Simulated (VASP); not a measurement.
# SrVO3: single point with PBE+U

SrVO3:

```
Sr V O
1.0
     3.88229    0.00000    0.00000
     0.00000    3.88229    0.00000
     0.00000    0.00000    3.88229
Sr V O
1 1 3
Direct
  0.50000 0.50000 0.50000
  0.00000 0.00000 0.00000
  0.50000 0.00000 0.00000
  0.00000 0.50000 0.00000
  0.00000 0.00000 0.50000
```

- Program: VASP 6.6.1
- Task: single point
- Functional: PBE
- Potentials or basis: VASP PAW PBE potentials, release 64 (Sr_sv, V_sv, O)
- Cutoff: 520 eV
- k mesh: 10 × 10 × 10
- Occupations: gaussian, width 0.1 eV
- Spin: collinear spin, ferromagnetic start
- Starting moments: [0.0, 1.02, 0.0, 0.0, 0.0] μB
- Hubbard terms: V d U = 3.25 eV

```json
{
  "Pressure": "2.2 GPa",
  "Band gap on the k mesh": "zero (filled and empty bands overlap)",
  "Net moment": "1.00 μB per cell",
  "Site moments": "Sr -0.00; V +1.12; O -0.06 μB",
  "Valence electrons inside the program's atomic spheres": "Sr 8.00; V 11.43; O 5.04"
}
```

Levels at points of the mesh, in eV from the Fermi level:
Spin up:
| k point | band 18 | band 19 | band 20 | band 21 | band 22 | band 23 | band 24 | band 25 |
| --- | --- | --- | --- | --- | --- | --- | --- | --- |
| (0.00, 0.00, 0.00) | -2.00 | -2.00 | -2.00 | -1.52 | -1.52 | -1.52 | 1.31 | 1.31 |
| (0.50, 0.00, 0.00) | -3.58 | -2.44 | -2.44 | -1.43 | 0.50 | 0.50 | 1.32 | 3.50 |
| (0.50, 0.50, 0.00) | -3.16 | -3.16 | -1.66 | 0.44 | 0.44 | 0.70 | 2.27 | 5.42 |
| (0.50, 0.50, 0.50) | -1.56 | -1.56 | -1.56 | 0.94 | 0.94 | 0.94 | 5.42 | 5.42 |
Spin down:
```csv
k point,band 17,band 18,band 19,band 20,band 21,band 22,band 23,band 24
"(0.00, 0.00, 0.00)",-2.84,-2.09,-2.09,-2.09,0.73,0.73,0.73,2.01
"(0.50, 0.00, 0.00)",-3.85,-3.66,-2.52,-2.52,0.91,2.03,2.42,2.42
"(0.50, 0.50, 0.00)",-3.79,-3.24,-3.24,-1.76,2.43,2.43,2.84,2.92
"(0.50, 0.50, 0.50)",-5.21,-1.67,-1.67,-1.67,3.04,3.04,3.04,5.46
```

Eigenvalues of the final occupation matrices:
| site | spin | trace | eigenvalues |
| --- | --- | --- | --- |
| site 2 d | 1 | 1.98 | 0.31 0.31 0.46 0.46 0.46 |
| site 2 d | 2 | 0.87 | 0.10 0.10 0.10 0.28 0.28 |

It took 4.1 min on 1 thread of Intel(R) Xeon(R) Platinum 8259CL CPU @ 2.50GHz (Skylake/Cascade Lake), on a shared host, peak memory 0.3 GiB.

The state reached can hang on the start; a lower one may exist.
